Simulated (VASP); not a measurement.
The system is SrAgO3.

```
CELL_PARAMETERS angstrom
4.11025 0.00000 0.00000
0.00000 4.11025 0.00000
0.00000 0.00000 4.11025
ATOMIC_POSITIONS crystal
Sr 0.00000 0.00000 0.00000
Ag 0.50000 0.50000 0.50000
O 0.50000 0.50000 0.00000
O 0.50000 0.00000 0.50000
O 0.00000 0.50000 0.50000
```

| Property | Result |
| --- | --- |
| Program | VASP 6.6.1 |
| Task | relaxation of cell and atoms |
| Functional | LDA |
| Potentials or basis | VASP PAW LDA potentials, release 64 (Sr_sv, Ag, O) |
| Cutoff | 600 eV |
| k mesh | 11 × 11 × 11 |
| Occupations | gaussian, width 0.05 eV |
| Spin | no spin polarisation |

At the start: pressure -11.4 GPa; volume 13.89 Å³/atom.

**Question.** How do energy, volume and symmetry change on relaxing?

**Answer.** Over 3 steps the energy falls by 50.3 meV/atom and the volume is 12.58 Å³/atom (-9.4 %); space group Pm-3m (No. 221, to 0.1 Å) before and after.

Step by step:
```tsv
step	energy change (eV)	largest force (eV/Å)	pressure (GPa)	volume (Å³)
1	0.0000	0.0000	-11.36	69.44
2	-0.1885	0.0000	7.22	60.01
3	-0.2516	0.0000	0.00	62.91
```

Final structure:
```cif
data_structure
_symmetry_space_group_name_H-M 'P 1'
_symmetry_Int_Tables_number 1
_cell_length_a 3.9771
_cell_length_b 3.9771
_cell_length_c 3.9771
_cell_angle_alpha 90.000
_cell_angle_beta 90.000
_cell_angle_gamma 90.000
_cell_volume 62.91
loop_
_atom_site_label
_atom_site_type_symbol
_atom_site_fract_x
_atom_site_fract_y
_atom_site_fract_z
_atom_site_occupancy
Sr1 Sr 0.00000 0.00000 0.00000 1
Ag1 Ag 0.50000 0.50000 0.50000 1
O1 O 0.50000 0.50000 0.00000 1
O2 O 0.50000 0.00000 0.50000 1
O3 O 0.00000 0.50000 0.50000 1
```

Caveat: an odd number of electrons without spin polarisation forces a metal; a magnetic or distorted state may lie lower.
